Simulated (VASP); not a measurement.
Cs2Cl: single point with PBE

Crystal: Cs2Cl.

```
Cs Cl
1.0
     7.27841    0.00000    0.00000
     0.00000    7.27841    0.00000
     0.00000    0.00000    4.68803
Cs Cl
4 2
Direct
  0.30600 0.30600 0.00000
  0.19400 0.80600 0.50000
  0.69400 0.69400 0.00000
  0.80600 0.19400 0.50000
  0.00000 0.00000 0.00000
  0.50000 0.50000 0.50000
```

| Property | Result |
| --- | --- |
| Program | VASP 6.6.1 |
| Task | single point |
| Functional | PBE |
| Potentials or basis | VASP PAW PBE potentials, release 64 (Cs_sv, Cl) |
| Cutoff | 520 eV |
| k mesh | 4 × 4 × 4 |
| Occupations | gaussian, width 0.1 eV |
| Spin | no spin polarisation |

The pressure is 7.3 GPa and the largest force is 0.486 eV/Å. The band gap on the k mesh is zero (bands 25 and 26 overlap by 0.62 eV).

Forces in eV/Å, atoms in the order of the input:
```
Cs  -0.344 -0.344  0.000
Cs   0.344 -0.344  0.000
Cs   0.344  0.344  0.000
Cs  -0.344  0.344  0.000
Cl   0.000  0.000  0.000
Cl   0.000  0.000  0.000
```

Stress tensor (GPa, compression positive):
```
7.01 0.00 0.00
0.00 7.01 0.00
0.00 0.00 7.80
```

Levels at points of the mesh, in eV from the Fermi level:
| k point | band 23 | band 24 | band 25 | band 26 | band 27 | band 28 |
| --- | --- | --- | --- | --- | --- | --- |
| (0.00, 0.00, 0.00) | -5.42 | -5.42 | -1.49 | 0.26 | 1.03 | 1.03 |
| (0.50, 0.00, 0.00) | -5.73 | -5.73 | -0.32 | -0.32 | 0.74 | 0.74 |
| (0.50, 0.50, 0.00) | -5.51 | -5.51 | 0.07 | 0.07 | 0.78 | 0.78 |
| (0.00, 0.00, 0.50) | -5.38 | -5.38 | 0.21 | 0.21 | 0.72 | 0.72 |
| (0.50, 0.00, 0.50) | -5.02 | -5.02 | 0.22 | 0.22 | 0.59 | 0.59 |
| (0.50, 0.50, 0.50) | -5.42 | -5.42 | -0.06 | -0.06 | 1.13 | 1.13 |

Wall time 65 s on 1 thread of Intel(R) Xeon(R) 6975P-C (Granite Rapids), on a shared host, peak memory 0.36 GiB.

Caveat: the cell stands under pressure; spin-orbit coupling is left out, which moves the levels of the heavy elements.
